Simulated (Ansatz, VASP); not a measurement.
## Li3SeF in VASP and in Ansatz

```xyz
5
Lattice="4.2812 0.0000 0.0000 0.0000 4.2812 0.0000 0.0000 0.0000 4.2020" Properties=species:S:1:pos:R:3 pbc="T T T"
Li    2.1406    0.0000    1.8360
Li    2.1406    2.1406    0.0309
Li    0.0000    2.1406    1.8360
Se    0.0000    0.0000    0.4148
F     2.1406    2.1406    2.1855
```

Alike in both runs: task relaxation of cell and atoms; functional PBE; k mesh 4 × 4 × 4; occupations gaussian, width 0.1 eV; no spin polarisation.

|  | VASP | Ansatz |
| --- | --- | --- |
| version | VASP 6.6.1 | Ansatz 0.2.0 |
| potentials or method | VASP PAW PBE potentials, release 64 (Li_sv, Se, F), cutoff 600 eV | scalar-relativistic, plane waves, PAW |
| valence electrons in the cell | 22 | 32 |

|  | VASP | Ansatz | Ansatz less VASP |
| --- | --- | --- | --- |
| gap on the k mesh at the Fermi level, each at its own relaxed structure (eV) | 3.74 | 3.69 | -0.056 |
| relaxed volume (Å³/atom) | 12.76 | 12.84 | +0.081 |
| relaxed cell length with the largest relative difference (Å) | 3.997 | 4.014 | +0.0169 |

VASP's potentials hold 22 valence electrons a cell and Ansatz's 32, so a difference there can come from the potentials and not from the codes.

Noted on VASP's run: the cutoff is short for stress, so the pressure is rough; the volume moved by over 15 % at a fixed basis, so the end points are rough.
